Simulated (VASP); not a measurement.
# Be in VASP: further runs

Be is run at these levels: LDA, PBEsol; tasks: relaxation of the atoms.

All numbers are computed with VASP 6.6.1; they aren't measurements. Logs are shortened: lines on timing, memory, paths and dates and some standing lists are left out, and cuts for length are marked.

### Step 1. The cell of the first run

The cell holds a slab with vacuum, 6 atoms: a = 2.229 Å, b = 2.229 Å, c = 24.774 Å, α = 90.00°, β = 90.00°, γ = 60.00°.

### Step 2. Relaxation of the atoms, LDA

The input, INCAR:

```
SYSTEM = Be
PREC     = Accurate       ! precision mode
ENCUT    = 520            ! plane-wave cutoff, eV
EDIFF    = 1E-6           ! SCF threshold, eV
ISMEAR   = 1              ! smearing method
SIGMA    = 0.1            ! smearing width, eV
LREAL    = .FALSE.        ! projectors in reciprocal space
LASPH    = .TRUE.         ! aspherical terms in the spheres
NELM     = 100            ! most SCF steps
ALGO     = Normal         ! electronic algorithm
ISIF     = 2              ! what is computed and relaxed
LWAVE    = .FALSE.        ! write WAVECAR
LCHARG   = .FALSE.        ! write CHGCAR
LDIPOL   = .TRUE.       
IDIPOL   = 3            
DIPOL    = 0.5 0.5 0.500
IBRION   = 2              ! ionic algorithm
NSW      = 60             ! ionic steps
EDIFFG   = -0.01          ! ionic threshold
```

The input, KPOINTS:

```
Automatic mesh
0
G
  17 17 1
  0 0 0
```

The input, POSCAR:

```
Be
1.0
    2.2288004080      0.0000000000      0.0000000000
    1.1144002040      1.9301977730      0.0000000000
    0.0000000000      0.0000000000     24.7738256620
Be
6
Direct
    0.6666666667      0.6666666667      0.3229214619
    0.0000000000      0.0000000000      0.3937528771
    0.6666666667      0.6666666667      0.4645842924
    0.0000000000      0.0000000000      0.5354157076
    0.6666666667      0.6666666667      0.6062471229
    0.0000000000      0.0000000000      0.6770785381
```

Potentials or basis: VASP PAW LDA potentials, release 64 (Be).

Started as:

```console
> cat potpaw_LDA.64/Be/POTCAR > POTCAR
> mpirun -np 1 vasp_std > vasp.out
```

OUTCAR:

```text
SYSTEM = Be
   PREC = Accurate
   ENCUT = 520
   EDIFF = 1E-6
   ISMEAR = 1
   LREAL = .FALSE.
   LASPH = .TRUE.
   NELM = 100
   ISIF = 2
   IBRION = 2
   NSW = 60
   EDIFFG = -0.01

 ion  position               nearest neighbor table
   1  0.667  0.667  0.323-   2 2.18   2 2.18   2 2.18
   2  0.000  0.000  0.394-   1 2.18   1 2.18   1 2.18   3 2.18   3 2.18   3 2.18
   3  0.667  0.667  0.465-   4 2.18   4 2.18   4 2.18   2 2.18   2 2.18   2 2.18
   4  0.000  0.000  0.535-   3 2.18   3 2.18   3 2.18   5 2.18   5 2.18   5 2.18
   5  0.667  0.667  0.606-   6 2.18   6 2.18   6 2.18   4 2.18   4 2.18   4 2.18
   6  0.000  0.000  0.677-   5 2.18   5 2.18   5 2.18

  LATTYP: Found a hexagonal cell.
 ALAT       =     2.2288004077
 C/A-ratio  =    11.1153181666

  Lattice vectors:

 A1 = (  -1.1144002040,  -1.9301977730,   0.0000000000)
 A2 = (   2.2288004080,   0.0000000000,   0.0000000000)
 A3 = (   0.0000000000,   0.0000000000,  24.7738256620)

Analysis of symmetry for initial positions (statically):
=====================================================================
 Subroutine PRICEL returns:
 Original cell was already a primitive cell.

 Routine SETGRP: Setting up the symmetry group for a
 hexagonal supercell.

 Subroutine GETGRP returns: Found 12 space group operations
 (whereof  6 operations were pure point group operations)
 out of a pool of 24 trial point group operations.

The static configuration has the point symmetry C_3v.
 The point group associated with its full space group is D_3d.

Analysis of symmetry for dynamics (positions and initial velocities):
=====================================================================
 Subroutine PRICEL returns:
 Original cell was already a primitive cell.

 Routine SETGRP: Setting up the symmetry group for a
 hexagonal supercell.

 Subroutine GETGRP returns: Found 12 space group operations
 (whereof  6 operations were pure point group operations)
 out of a pool of 24 trial point group operations.

The dynamic configuration has the point symmetry C_3v.
 The point group associated with its full space group is D_3d.

 Subroutine INISYM returns: Found 12 space group operations
 (whereof  6 operations are pure point group operations),
 and found     1 'primitive' translations

----------------------------------------------------------------------------------------

                                     Primitive cell

  volume of cell :     106.5776

  direct lattice vectors                    reciprocal lattice vectors
     2.228800408  0.000000000  0.000000000     0.448671849 -0.259040813  0.000000000
     1.114400204  1.930197773  0.000000000     0.000000000  0.518081626  0.000000000
     0.000000000  0.000000000 24.773825662     0.000000000  0.000000000  0.040365183

  length of vectors
     2.228800408  2.228800408 24.773825662     0.518081626  0.518081626  0.040365183

  position of ions in fractional coordinates (direct lattice)
     0.666666667  0.666666667  0.322921462
     0.000000000  0.000000000  0.393752877
     0.666666667  0.666666667  0.464584292
     0.000000000  0.000000000  0.535415708
     0.666666667  0.666666667  0.606247123
     0.000000000  0.000000000  0.677078538

  ion indices of the primitive-cell ions
   primitive index   ion index
                 1           1
                 2           2
                 3           3
                 4           4
                 5           5
                 6           6

----------------------------------------------------------------------------------------

 KPOINTS: Automatic mesh

Automatic generation of k-mesh.
 Grid dimensions read from file:
 generate k-points for:   17   17    1

 Generating k-lattice:
[... 46 lines left out ...]
   total plane-waves  NPLWV =  62208
   dimension x,y,z NGX =    18 NGY =   18 NGZ =  192
   dimension x,y,z NGXF=    36 NGYF=   36 NGZF=  384
   ions per type =               6
   NGX,Y,Z   is equivalent  to a cutoff of  13.43, 13.43, 12.88 a.u.
   NGXF,Y,Z  is equivalent  to a cutoff of  26.85, 26.85, 25.77 a.u.
 SYSTEM =  Be
   PREC   = accura    normal or accurate (medium, high low for compatibility)
   ISTART =      0    job   : 0-new  1-cont  2-samecut
   ICHARG =      2    charge: 1-file 2-atom 10-const
   ISPIN  =      1    spin polarized calculation?
   LNONCOLLINEAR =      F non collinear calculations
   LSORBIT =      F    spin-orbit coupling
   LASPH  =      T    aspherical Exc in radial PAW
   ENCUT  =  520.0 eV  38.22 Ry    6.18 a.u.   4.14  4.14 46.06*2*pi/ulx,y,z
   NELM   =    100;   NELMIN=  2; NELMDL= -5     # of ELM steps
   EDIFF  = 0.1E-05   stopping-criterion for ELM
   LREAL  =      F    real-space projection
   EDIFFG = -.1E-01   stopping-criterion for IOM
   NSW    =     60    number of steps for IOM
   IBRION =      2    ionic relax: 0-MD 1-quasi-New 2-CG
   NFREE  =      1    steps in history (QN), initial steepest desc. (CG)
   ISIF   =      2    stress and relaxation
   ISYM   =      2    0-nonsym 1-usesym 2-fastsym
   POTIM  = 0.5000    time-step for ionic-motion
   TEBEG  =    0.0;   TEEND  =   0.0 temperature during run
   PSTRESS=    0.0 pullay stress
   NELECT =      12.0000    total number of electrons
   NUPDOWN=      -1.0000    fix difference up-down
   EMIN   =  10.00;   EMAX   =-10.00  energy-range for DOS
   EFERMI =   0.00;   METHOD = LEGACY
   ISMEAR =     1;   SIGMA  =   0.10  broadening in eV -4-tet -1-fermi 0-gaus
   EFERMI_NEDOS =   21; number of points for ismear=-14 and -15
   IALGO  =     38    algorithm
   IMIX   =      4    mixing-type and parameters
     AMIX     =   0.40;   BMIX     =  1.00
     AMIX_MAG =   1.60;   BMIX_MAG =  1.00
  volume/ion in A,a.u.               =      17.76       119.87
  Fermi-wavevector in a.u.,A,eV,Ry     =   0.790521  1.493867  8.502592  0.624923
  Thomas-Fermi vector in A             =   1.895879
   LORBIT       =      0    0 simple, 1 ext, 2 COOP (PROOUT), +10 PAW based schemes
   GGA     = CA    functional components
   LHFCALC =     F    Hartree Fock is set to
   AEXX    =    0.0000 exact exchange contribution
   IVDW    =     0    specifies the selected vdW correction
   LEPSILON=     F    determine dielectric tensor
   LRPA    =     F    only Hartree local field effects (RPA)
 conjugate gradient relaxation of ions
 non-spin polarized calculation
 Methfessel and Paxton  Order N= 1 SIGMA  =   0.10
  energy-cutoff  :      520.00
  volume of cell :      106.58
 maximum number of plane-waves:      2902
 NGX is ok and might be reduce to    18
   NGX =  9   NGY =  9   NGZ = 93

--------------------------------------- Ionic step        1  -------------------------------------------

 number of electron      12.0000000 magnetization

 Free energy of the ion-electron system (eV)
  ---------------------------------------------------
  ext. energy  EPLUGINS =         0.00000000
  ---------------------------------------------------
  free energy    TOTEN  =       -24.14844366 eV

  energy without entropy =      -24.14852927  energy(sigma->0) =      -24.14847219

------------------------ aborting loop because EDIFF is reached ----------------------------------------

  FORCE on cell =-STRESS in cart. coord.  units (eV):
  Direction    XX          YY          ZZ          XY          YZ          ZX
  --------------------------------------------------------------------------------------
  -------------------------------------------------------------------------------------
  Total       -1.5299558     -1.5299558      1.4111522     -0.0000000     -0.0000000     -0.0000000
  in kB      -22.9997652    -22.9997652     21.2137958     -0.0000000     -0.0000000     -0.0000000
  external PRESSURE =      -8.2619115 kB  Pullay stress =       0.0000000 kB
[... 267 lines left out ...]
--------------------------------------- Ionic step        8  -------------------------------------------

 number of electron      12.0000000 magnetization

 dipolmoment           0.000000      0.000000     -0.000000 electrons x Angstroem

------------------------ aborting loop because EDIFF is reached ----------------------------------------

  FORCE on cell =-STRESS in cart. coord.  units (eV):
  Direction    XX          YY          ZZ          XY          YZ          ZX
  --------------------------------------------------------------------------------------
  -------------------------------------------------------------------------------------
  Total       -1.8251069     -1.8251069     -0.0524077      0.0000000      0.0000000      0.0000000
  in kB      -27.4367597    -27.4367597     -0.7878436      0.0000000      0.0000000      0.0000000
  external PRESSURE =     -18.5537876 kB  Pullay stress =       0.0000000 kB
[... 27 lines left out ...]
--------------------------------------- Ionic step        9  -------------------------------------------

 number of electron      12.0000000 magnetization

 dipolmoment           0.000000      0.000000      0.000000 electrons x Angstroem

 Free energy of the ion-electron system (eV)
  ---------------------------------------------------
  ext. energy  EPLUGINS =         0.00000000
  ---------------------------------------------------
  free energy    TOTEN  =       -24.16537244 eV

  energy without entropy =      -24.16717506  energy(sigma->0) =      -24.16597331

 E-fermi :  -0.3412     XC(G=0):  -5.5122

 val. band max:       -0.3714992926   @ k =  -0.3529   0.2941   0.0000
 cond. band min:      -0.2729380443   @ k =  -0.3529   0.2941   0.0000
 fundamental gap:      0.0985612482
 Fermi energy:        -0.3411892390

 k-point     1 :       0.0000    0.0000    0.0000
  band No.  band energies     occupation
      1     -11.0421      2.00000
      2     -10.2032      2.00000
      3      -9.1224      2.00000
      4      -7.7269      2.00000
      5      -6.0790      2.00000
      6      -3.2067      2.00000
      7      -2.8071      2.00000
      8       2.5084      0.00000
      9       4.1569      0.00000
     10       4.9292      0.00000
[... 287 lines left out ...]
 k-point    24 :       0.3529    0.1765    0.0000
  band No.  band energies     occupation
      1      -8.3301      2.00000
      2      -7.4824      2.00000
      3      -6.3857      2.00000
      4      -4.9604      2.00000
      5      -3.1904      2.00000
      6      -0.5948      2.00197
      7       0.5043     -0.00000
      8       3.7427      0.00000
      9       6.1522      0.00000
     10       6.8511      0.00000

 [... further k-points ...]

------------------------ aborting loop because EDIFF is reached ----------------------------------------

 vacuum level on the upper side and lower side of the slab       (xc-potential included)        -0.258        -0.258

  FORCE on cell =-STRESS in cart. coord.  units (eV):
  Direction    XX          YY          ZZ          XY          YZ          ZX
  --------------------------------------------------------------------------------------
  -------------------------------------------------------------------------------------
  Total       -1.8251538     -1.8251538     -0.0234016     -0.0000000      0.0000000      0.0000000
  in kB      -27.4374656    -27.4374656     -0.3517957     -0.0000000      0.0000000      0.0000000
  external PRESSURE =     -18.4089090 kB  Pullay stress =       0.0000000 kB
[... 21 lines left out ...]
  FREE ENERGIE OF THE ION-ELECTRON SYSTEM (eV)
  ---------------------------------------------------
  free  energy   TOTEN  =       -24.1653724369 eV

  energy  without entropy=      -24.1671750582  energy(sigma->0) =      -24.16597331

 reached required accuracy - stopping structural energy minimisation

 vacuum level on the upper side and lower side of the slab         5.007         5.007
```

Run time: 2.6 min. Hardware: 1 thread of Intel Xeon Platinum 8259CL at 2.50GHz (Skylake/Cascade Lake), shared host; peak memory 0.2 GiB.

What came out:

```
Free energy                  : -24.1654 eV
Energy gained by relaxing    : 2.8 meV/atom
Ionic steps                  : 9
Largest force after relaxing : 0.004 eV/Å
Band gap on the k mesh       : zero (bands 6 and 7 overlap by 3.30 eV)
```

Forces on the atoms (eV/Å):
```
Be   0.000  0.000  0.004
Be   0.000  0.000 -0.003
Be   0.000  0.000 -0.004
Be   0.000  0.000  0.004
Be   0.000  0.000  0.003
Be   0.000  0.000 -0.004
```

The path:
| step | energy change (eV) | largest force (eV/Å) | pressure (GPa) |
| --- | --- | --- | --- |
| 1 | 0.0000 | 0.1934 | -0.83 |
| 2 | -0.0034 | 0.1493 | -0.92 |
| 3 | -0.0067 | 0.1351 | -1.13 |
| 4 | -0.0097 | 0.1008 | -1.26 |
| 5 | -0.0119 | 0.1507 | -1.48 |
| 6 | -0.0142 | 0.1123 | -1.60 |
| 7 | -0.0166 | 0.0301 | -1.89 |
| 8 | -0.0169 | 0.0127 | -1.86 |
| 9 | -0.0169 | 0.0041 | -1.84 |

Final structure:
```xyz
6
Lattice="2.2288 0.0000 0.0000 1.1144 1.9302 0.0000 0.0000 0.0000 24.7738" Properties=species:S:1:pos:R:3 pbc="T T T"
Be    2.2288    1.2868    7.9035
Be    0.0000    0.0000    9.7135
Be    2.2288    1.2868   11.4957
Be    0.0000    0.0000   13.2782
Be    2.2288    1.2868   15.0603
Be    0.0000    0.0000   16.8703
```

### Step 3. Relaxation of the atoms, PBEsol

This run uses another cell than the first one.

The input, INCAR:

```
SYSTEM = Be
PREC = Accurate
ENCUT = 520
EDIFF = 1E-6
ISMEAR = 1
SIGMA = 0.1
LREAL = .FALSE.
LASPH = .TRUE.
NELM = 60
ALGO = Normal
ISIF = 2
LWAVE = .FALSE.
LCHARG = .FALSE.
LDIPOL = .TRUE.
IDIPOL = 3
DIPOL = 0.5 0.5 0.500
GGA = PS
IBRION = 2
NSW = 60
EDIFFG = -0.01
```

KPOINTS is that of step 2.

The input, POSCAR:

```
Be
1.0
    2.2575068440      0.0000000000      0.0000000000
    1.1287534220      1.9550582760      0.0000000000
    0.0000000000      0.0000000000     24.8780771680
Be
6
Direct
    0.6666666667      0.6666666667      0.3215682605
    0.0000000000      0.0000000000      0.3929409563
    0.6666666667      0.6666666667      0.4643136521
    0.0000000000      0.0000000000      0.5356863479
    0.6666666667      0.6666666667      0.6070590437
    0.0000000000      0.0000000000      0.6784317395
```

Potentials or basis: VASP PAW PBE potentials, release 64 (Be).

Started as:

```console
> cat potpaw_PBE.64/Be/POTCAR > POTCAR
> mpirun -np 1 vasp_std > vasp.out
```

It took 3.8 min on 1 thread of Intel Xeon Platinum 8259CL at 2.50GHz (Skylake/Cascade Lake), shared host; peak memory 0.25 GiB.

It converged, with:

| Property | Result |
| --- | --- |
| Free energy | -22.9274 eV |
| Energy gained by relaxing | 3.2 meV/atom |
| Ionic steps | 12 |
| Band gap on the k mesh | zero (bands 6 and 7 overlap by 3.27 eV) |

Forces on the atoms (eV/Å):
```
Be   0.000  0.000  0.000
Be   0.000  0.000 -0.002
Be   0.000  0.000  0.002
Be   0.000  0.000 -0.002
Be   0.000  0.000  0.002
Be   0.000  0.000  0.000
```

Step by step:
```tsv
step	energy change (eV)	largest force (eV/Å)	pressure (GPa)
1	0.0000	0.2061	-0.79
2	-0.0039	0.1599	-0.89
3	-0.0078	0.1401	-1.10
4	-0.0111	0.1046	-1.23
5	-0.0135	0.1762	-1.47
6	-0.0156	0.1499	-1.58
7	-0.0184	0.0769	-1.88
8	-0.0184	0.0705	-1.90
9	-0.0191	0.0259	-1.86
10	-0.0192	0.0212	-1.81
11	-0.0192	0.0211	-1.82
12	-0.0193	0.0022	-1.80
```

Final structure:
```
Be
1.0
     2.25751    0.00000    0.00000
     1.12875    1.95506    0.00000
     0.00000    0.00000   24.87808
Be
6
Direct
  0.66667 0.66667 0.31747
  0.00000 0.00000 0.39120
  0.66667 0.66667 0.46371
  0.00000 0.00000 0.53629
  0.66667 0.66667 0.60880
  0.00000 0.00000 0.68253
```

Levels at points of the mesh, in eV from the Fermi level:
```csv
k point,band 2,band 3,band 4,band 5,band 6,band 7,band 8,band 9,band 10
"(0.00, 0.00, 0.00)",-9.81,-8.73,-7.34,-5.68,-2.88,-2.44,2.68,4.44,5.21
```

Caveat: the PAW data sets were made with another functional, which shifts forces and pressure a little.

The gap in the log of VASP goes by the Fermi energy; the results here count the filled bands.